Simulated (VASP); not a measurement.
# BaTe (Pm-3m) in VASP: notebook

The runs below take BaTe through single point, with PBE, LDA.

Program: VASP 6.6.1. These are calculated values, not measurements. Logs are shortened: lines on timing, memory, paths and dates and some standing lists are left out, and cuts for length are marked.

## 1. The cell of the first run

It takes space group Pm-3m (No. 221, cubic). The conventional cell has a = 4.245 Å, b = 4.245 Å, c = 4.245 Å, α = 90.00°, β = 90.00°, γ = 90.00°. Within 4.8 Å of Ba (site symmetry m-3m) lie 8 Te at 3.68 Å and 6 Ba at 4.24 Å. Within 4.8 Å of Te (site symmetry m-3m) lie 8 Ba at 3.68 Å and 6 Te at 4.24 Å.

## 2. Single point, PBE

INCAR

```
SYSTEM = BaTe
ALGO     = Normal         ! electronic algorithm
EDIFF    = 1E-6           ! SCF threshold, eV
ENCUT    = 520            ! plane-wave cutoff, eV
GGA      = PE             ! functional
ISIF     = 2              ! what is computed and relaxed
ISMEAR   = 0              ! smearing method
LASPH    = .TRUE.         ! aspherical terms in the spheres
LCHARG   = .FALSE.        ! write CHGCAR
LREAL    = .FALSE.        ! projectors in reciprocal space
LWAVE    = .FALSE.        ! write WAVECAR
NBANDS   = 15             ! bands
NELM     = 100            ! most SCF steps
PREC     = Accurate       ! precision mode
SIGMA    = 0.01           ! smearing width, eV
```

KPOINTS

```
k-points
0
G
  4 4 4
  0 0 0
```

POSCAR

```
BaTe
1.0
    4.2448181598      0.0000000000      0.0000000000
    0.0000000000      4.2448181598      0.0000000000
    0.0000000000      0.0000000000      4.2448181598
Ba Te
1 1
Direct
    0.0000000000      0.0000000000      0.0000000000
    0.5000000000      0.5000000000      0.5000000000
```

Potentials or basis: VASP PAW PBE potentials, release 64 (Ba_sv, Te).

The run is started by

```bash
> cat potpaw_PBE.64/Ba_sv/POTCAR potpaw_PBE.64/Te/POTCAR > POTCAR
> mpirun -np 1 vasp_std > vasp.out
```

OUTCAR:

```text
SYSTEM = BaTe
   EDIFF = 1E-6
   ENCUT = 520
   GGA = PE
   ISIF = 2
   ISMEAR = 0
   LASPH = .TRUE.
   LREAL = .FALSE.
   NELM = 100
   PREC = Accurate

 ion  position               nearest neighbor table
   1  0.000  0.000  0.000-   2 3.68   2 3.68   2 3.68   2 3.68   2 3.68   2 3.68   2 3.68   2 3.68

   2  0.500  0.500  0.500-   1 3.68   1 3.68   1 3.68   1 3.68   1 3.68   1 3.68   1 3.68   1 3.68

  LATTYP: Found a simple cubic cell.
 ALAT       =     4.2448181598

  Lattice vectors:

 A1 = (   4.2448181598,   0.0000000000,   0.0000000000)
 A2 = (   0.0000000000,   4.2448181598,   0.0000000000)
 A3 = (   0.0000000000,   0.0000000000,   4.2448181598)

Analysis of symmetry for initial positions (statically):
=====================================================================
 Subroutine PRICEL returns:
 Original cell was already a primitive cell.

 Routine SETGRP: Setting up the symmetry group for a
 simple cubic supercell.

 Subroutine GETGRP returns: Found 48 space group operations
 (whereof 48 operations were pure point group operations)
 out of a pool of 48 trial point group operations.

The static configuration has the point symmetry O_h .

Analysis of symmetry for dynamics (positions and initial velocities):
=====================================================================
 Subroutine PRICEL returns:
 Original cell was already a primitive cell.

 Routine SETGRP: Setting up the symmetry group for a
 simple cubic supercell.

 Subroutine GETGRP returns: Found 48 space group operations
 (whereof 48 operations were pure point group operations)
 out of a pool of 48 trial point group operations.

The dynamic configuration has the point symmetry O_h .

 Subroutine INISYM returns: Found 48 space group operations
 (whereof 48 operations are pure point group operations),
 and found     1 'primitive' translations

----------------------------------------------------------------------------------------

                                     Primitive cell

  volume of cell :      76.4852

  direct lattice vectors                    reciprocal lattice vectors
     4.244818160  0.000000000  0.000000000     0.235581352  0.000000000  0.000000000
     0.000000000  4.244818160  0.000000000     0.000000000  0.235581352  0.000000000
     0.000000000  0.000000000  4.244818160     0.000000000  0.000000000  0.235581352

  length of vectors
     4.244818160  4.244818160  4.244818160     0.235581352  0.235581352  0.235581352

  position of ions in fractional coordinates (direct lattice)
     0.000000000  0.000000000  0.000000000
     0.500000000  0.500000000  0.500000000

  ion indices of the primitive-cell ions
   primitive index   ion index
                 1           1
                 2           2

----------------------------------------------------------------------------------------

 KPOINTS: k-points

Automatic generation of k-mesh.
 Grid dimensions read from file:
 generate k-points for:    4    4    4

 Generating k-lattice:

  Cartesian coordinates                     Fractional coordinates (reciprocal lattice)
     0.058895338  0.000000000  0.000000000     0.250000000  0.000000000  0.000000000
     0.000000000  0.058895338  0.000000000     0.000000000  0.250000000  0.000000000
     0.000000000  0.000000000  0.058895338     0.000000000  0.000000000  0.250000000

  Length of vectors
     0.058895338  0.058895338  0.058895338

  Shift w.r.t. Gamma in fractional coordinates (k-lattice)
     0.000000000  0.000000000  0.000000000

 Subroutine IBZKPT returns following result:
 ===========================================

 Found     10 irreducible k-points:

 Following reciprocal coordinates:
            Coordinates               Weight
  0.000000  0.000000  0.000000      1.000000
  0.250000  0.000000  0.000000      6.000000
  0.500000  0.000000  0.000000      3.000000
  0.250000  0.250000  0.000000     12.000000
  0.500000  0.250000  0.000000     12.000000
  0.500000  0.500000  0.000000      3.000000
  0.250000  0.250000  0.250000      8.000000
  0.500000  0.250000  0.250000     12.000000
  0.500000  0.500000  0.250000      6.000000
  0.500000  0.500000  0.500000      1.000000
   k-points           NKPTS =     10   k-points in BZ     NKDIM =     10   number of bands    NBANDS=     15
   number of dos      NEDOS =    301   number of ions     NIONS =      2
   total plane-waves  NPLWV =  32768
   dimension x,y,z NGX =    32 NGY =   32 NGZ =   32
   dimension x,y,z NGXF=    64 NGYF=   64 NGZF=   64
   ions per type =               1   1
   NGX,Y,Z   is equivalent  to a cutoff of  12.53, 12.53, 12.53 a.u.
   NGXF,Y,Z  is equivalent  to a cutoff of  25.07, 25.07, 25.07 a.u.
 SYSTEM =  BaTe
   PREC   = accura    normal or accurate (medium, high low for compatibility)
   ISTART =      0    job   : 0-new  1-cont  2-samecut
   ICHARG =      2    charge: 1-file 2-atom 10-const
   ISPIN  =      1    spin polarized calculation?
   LNONCOLLINEAR =      F non collinear calculations
   LSORBIT =      F    spin-orbit coupling
   LASPH  =      T    aspherical Exc in radial PAW
   ENCUT  =  520.0 eV  38.22 Ry    6.18 a.u.   7.89  7.89  7.89*2*pi/ulx,y,z
   NELM   =    100;   NELMIN=  2; NELMDL= -5     # of ELM steps
   EDIFF  = 0.1E-05   stopping-criterion for ELM
   LREAL  =      F    real-space projection
   EDIFFG = 0.1E-04   stopping-criterion for IOM
   NSW    =      0    number of steps for IOM
   IBRION =     -1    ionic relax: 0-MD 1-quasi-New 2-CG
   NFREE  =      0    steps in history (QN), initial steepest desc. (CG)
   ISIF   =      2    stress and relaxation
   ISYM   =      2    0-nonsym 1-usesym 2-fastsym
   POTIM  = 0.5000    time-step for ionic-motion
   TEBEG  =    0.0;   TEEND  =   0.0 temperature during run
   PSTRESS=    0.0 pullay stress
   NELECT =      16.0000    total number of electrons
   NUPDOWN=      -1.0000    fix difference up-down
   EMIN   =  10.00;   EMAX   =-10.00  energy-range for DOS
   EFERMI =   0.00;   METHOD = LEGACY
   ISMEAR =     0;   SIGMA  =   0.01  broadening in eV -4-tet -1-fermi 0-gaus
   EFERMI_NEDOS =   21; number of points for ismear=-14 and -15
   IALGO  =     38    algorithm
   IMIX   =      4    mixing-type and parameters
     AMIX     =   0.40;   BMIX     =  1.00
     AMIX_MAG =   1.60;   BMIX_MAG =  1.00
  volume/ion in A,a.u.               =      38.24       258.07
  Fermi-wavevector in a.u.,A,eV,Ry     =   0.971827  1.836487 12.849998  0.944448
  Thomas-Fermi vector in A             =   2.102076
   LORBIT       =      0    0 simple, 1 ext, 2 COOP (PROOUT), +10 PAW based schemes
   GGA     = PE    functional components
   LHFCALC =     F    Hartree Fock is set to
   AEXX    =    0.0000 exact exchange contribution
   IVDW    =     0    specifies the selected vdW correction
   LEPSILON=     F    determine dielectric tensor
   LRPA    =     F    only Hartree local field effects (RPA)
 non-spin polarized calculation
 Gauss-broadening in eV      SIGMA  =   0.01
  energy-cutoff  :      520.00
  volume of cell :       76.49
 maximum number of plane-waves:      2103
 NGX is ok and might be reduce to    32
   NGX = 15   NGY = 15   NGZ = 15

 number of electron      15.9999999 magnetization

 Free energy of the ion-electron system (eV)
  ---------------------------------------------------
  ext. energy  EPLUGINS =         0.00000000
  ---------------------------------------------------
  free energy    TOTEN  =        -8.25111069 eV

  energy without entropy =       -8.25111069  energy(sigma->0) =       -8.25111069

 E-fermi :   3.9839     XC(G=0):  -8.8288

 val. band max:        3.9262219773   @ k =   0.5000   0.5000   0.0000
 cond. band min:       4.6637736685   @ k =   0.0000   0.0000   0.0000
 fundamental gap:      0.7375516912
 Fermi energy:         3.9838791840

 k-point     1 :       0.0000    0.0000    0.0000
  band No.  band energies     occupation
      1     -24.2175      2.00000
      2      -9.2491      2.00000
      3      -9.2491      2.00000
      4      -9.2491      2.00000
      5      -6.4794      2.00000
      6       3.5469      2.00000
      7       3.5469      2.00000
      8       3.5469      2.00000
      9       4.6638      0.00000
     10       4.6638      0.00000
     11       6.3461      0.00000
     12       8.4588      0.00000
     13       8.4588      0.00000
     14       8.4588      0.00000
     15      12.3798      0.00000

 k-point     2 :       0.2500    0.0000    0.0000
  band No.  band energies     occupation
      1     -24.2039      2.00000
      2      -9.5570      2.00000
      3      -9.2231      2.00000
      4      -9.2231      2.00000
      5      -6.0931      2.00000
      6       1.6176      2.00000
      7       3.2851      2.00000
      8       3.2851      2.00000
      9       4.9962      0.00000
     10       6.2671      0.00000
     11       8.1426      0.00000
     12       8.6427      0.00000
     13       8.7496      0.00000
     14       8.7496      0.00000
     15      10.1164      0.00000

 k-point     3 :       0.5000    0.0000    0.0000
  band No.  band energies     occupation
      1     -24.1901      2.00000
      2      -9.8188      2.00000
      3      -9.1967      2.00000
      4      -9.1967      2.00000
      5      -5.7075      2.00000
      6       0.4934      2.00000
      7       3.0337      2.00000
      8       3.0337      2.00000
      9       5.4683      0.00000
     10       8.7434      0.00000
     11       8.8572      0.00000
     12       8.8682      0.00000
     13       8.9250      0.00000
     14       9.4548      0.00000
     15       9.4548      0.00000

 k-point     4 :       0.2500    0.2500    0.0000
  band No.  band energies     occupation
      1     -24.1906      2.00000
      2      -9.5340      2.00000
      3      -9.4340      2.00000
      4      -9.2005      2.00000
      5      -5.9396      2.00000
      6       1.6155      2.00000
      7       2.3528      2.00000
      8       3.3555      2.00000
      9       5.6721      0.00000
     10       7.0072      0.00000
     11       7.2011      0.00000
     12       7.4841      0.00000
     13       9.1207      0.00000
     14      10.0939      0.00000
     15      11.1567      0.00000

 k-point     5 :       0.5000    0.2500    0.0000
  band No.  band energies     occupation
      1     -24.1772      2.00000
      2      -9.7184      2.00000
      3      -9.4104      2.00000
      4      -9.1778      2.00000
      5      -5.8020      2.00000
      6       1.0879      2.00000
      7       2.3400      2.00000
      8       3.3959      2.00000
      9       5.6215      0.00000
     10       7.2348      0.00000
     11       7.5343      0.00000
     12       8.0408      0.00000
     13       8.4557      0.00000
     14      10.3864      0.00000
     15      10.6022      0.00000

 k-point     6 :       0.5000    0.5000    0.0000
  band No.  band energies     occupation
      1     -24.1642      2.00000
      2      -9.6103      2.00000
      3      -9.6103      2.00000
      4      -9.1586      2.00000
      5      -5.9098      2.00000
      6       1.8585      2.00000
      7       1.8585      2.00000
      8       3.9262      2.00000
      9       4.8808      0.00000
     10       6.4369      0.00000
     11       6.8096      0.00000
     12       6.8096      0.00000
     13      10.1254      0.00000
     14      10.7679      0.00000
     15      12.0360      0.00000

 k-point     7 :       0.2500    0.2500    0.2500
  band No.  band energies     occupation
      1     -24.1776      2.00000
      2      -9.4958      2.00000
      3      -9.4001      2.00000
      4      -9.4001      2.00000
      5      -5.8489      2.00000
      6       2.0654      2.00000
      7       2.0654      2.00000
      8       2.1419      2.00000
      9       6.5993      0.00000
     10       6.5993      0.00000
     11       7.3594      0.00000
     12       8.7476      0.00000
     13       8.7476      0.00000
     14       8.9718      0.00000
     15      12.4752      0.00000

 k-point     8 :       0.5000    0.2500    0.2500
  band No.  band energies     occupation
      1     -24.1646      2.00000
      2      -9.6453      2.00000
      3      -9.3927      2.00000
      4      -9.3657      2.00000
      5      -5.7635      2.00000
      6       1.2741      2.00000
      7       1.7859      2.00000
      8       2.7005      2.00000
      9       6.4436      0.00000
     10       6.5493      0.00000
     11       6.9631      0.00000
     12       9.4862      0.00000
     13       9.7649      0.00000
     14      10.5826      0.00000
     15      10.9551      0.00000

 k-point     9 :       0.5000    0.5000    0.2500
  band No.  band energies     occupation
      1     -24.1519      2.00000
      2      -9.5687      2.00000
      3      -9.5687      2.00000
      4      -9.3475      2.00000
      5      -5.7278      2.00000
      6       1.3786      2.00000
      7       1.3786      2.00000
      8       2.0624      2.00000
      9       6.2052      0.00000
     10       7.5701      0.00000
     11       7.5701      0.00000
     12       8.7828      0.00000
     13      10.2036      0.00000
     14      10.8673      0.00000
     15      11.5049      0.00000

 k-point    10 :       0.5000    0.5000    0.5000
  band No.  band energies     occupation
      1     -24.1396      2.00000
      2      -9.5262      2.00000
      3      -9.5262      2.00000
      4      -9.5262      2.00000
      5      -5.5201      2.00000
      6       0.9731      2.00000
      7       0.9731      2.00000
      8       0.9731      2.00000
      9       8.6903      0.00000
     10       8.6903      0.00000
     11       8.6903      0.00000
     12      10.2421      0.00000
     13      10.2421      0.00000
     14      10.2423      0.00000
     15      10.2854      0.00000

------------------------ aborting loop because EDIFF is reached ----------------------------------------

  FORCE on cell =-STRESS in cart. coord.  units (eV):
  Direction    XX          YY          ZZ          XY          YZ          ZX
  --------------------------------------------------------------------------------------
  -------------------------------------------------------------------------------------
  Total        0.2851382      0.2851382      0.2851382      0.0000000      0.0000000     -0.0000000
  in kB        5.9729470      5.9729470      5.9729470      0.0000000      0.0000000     -0.0000000
  external PRESSURE =       5.9729470 kB  Pullay stress =       0.0000000 kB

 VOLUME and BASIS-vectors are now :
 -----------------------------------------------------------------------------
  energy-cutoff  :      520.00
  volume of cell :       76.49
      direct lattice vectors                 reciprocal lattice vectors
     4.244818160  0.000000000  0.000000000     0.235581352  0.000000000  0.000000000
     0.000000000  4.244818160  0.000000000     0.000000000  0.235581352  0.000000000
     0.000000000  0.000000000  4.244818160     0.000000000  0.000000000  0.235581352

 POSITION                                       TOTAL-FORCE (eV/Angst)
 -----------------------------------------------------------------------------------
      0.00000      0.00000      0.00000         0.000000      0.000000      0.000000
      2.12241      2.12241      2.12241         0.000000      0.000000      0.000000
 -----------------------------------------------------------------------------------
    total drift:                               -0.000000      0.000000     -0.000000

  FREE ENERGIE OF THE ION-ELECTRON SYSTEM (eV)
  ---------------------------------------------------
  free  energy   TOTEN  =        -8.2511106927 eV

  energy  without entropy=       -8.2511106927  energy(sigma->0) =       -8.25111069
```

Wall time 15 s (1 thread of AMD EPYC 7R13, shared host); peak memory 0.15 GiB.

What came out:

* Free energy: -8.2511 eV
* Pressure: 0.6 GPa
* Band gap on the k mesh: 0.74 eV (least direct gap 0.95 eV)

Caveat: spin-orbit coupling is left out, which moves the levels of the heavy elements. A k mesh can miss the band edges.

## 3. Single point, LDA

INCAR

```
PREC = Accurate
ENCUT = 520
EDIFF = 1E-7
ISMEAR = 0
SIGMA = 0.01
LREAL = False
LASPH = True
NELM = 100
ALGO = Normal
ISIF = 2
LWAVE = False
LCHARG = True
LELF = True
LVHAR = True
NBANDS = 15
```

KPOINTS

```
regular mesh
0
Gamma
  6 6 6
```

POSCAR is that of step 2.

Potentials or basis: VASP PAW LDA potentials, release 64 (Ba_sv, Te).

The run is started by

```bash
> cat potpaw_LDA.64/Ba_sv/POTCAR potpaw_LDA.64/Te/POTCAR > POTCAR
> mpirun -np 1 vasp_std > vasp.out
```

It took 25 s on 1 thread of AMD EPYC 7R13, shared host; peak memory 0.14 GiB.

It converged, with:

* Free energy: -9.3267 eV
* Pressure: -2.5 GPa
* Band gap on the k mesh: 0.63 eV (least direct gap 0.83 eV)

Levels at points of the mesh, in eV from the valence-band top:
| k point | band 6 | band 7 | band 8 | band 9 | band 10 | band 11 |
| --- | --- | --- | --- | --- | --- | --- |
| (0.00, 0.00, 0.00) | -0.38 | -0.38 | -0.38 | 0.63 | 0.63 | 2.20 |
| (0.50, 0.00, 0.00) | -3.47 | -0.90 | -0.90 | 1.42 | 4.80 | 4.87 |
| (0.50, 0.50, 0.00) | -2.06 | -2.06 | 0.00 | 0.83 | 2.44 | 2.85 |
| (0.50, 0.50, 0.50) | -2.96 | -2.96 | -2.96 | 4.69 | 4.69 | 4.69 |

Caveat: spin-orbit coupling is left out, which moves the levels of the heavy elements.

[end of part 1 of 2]
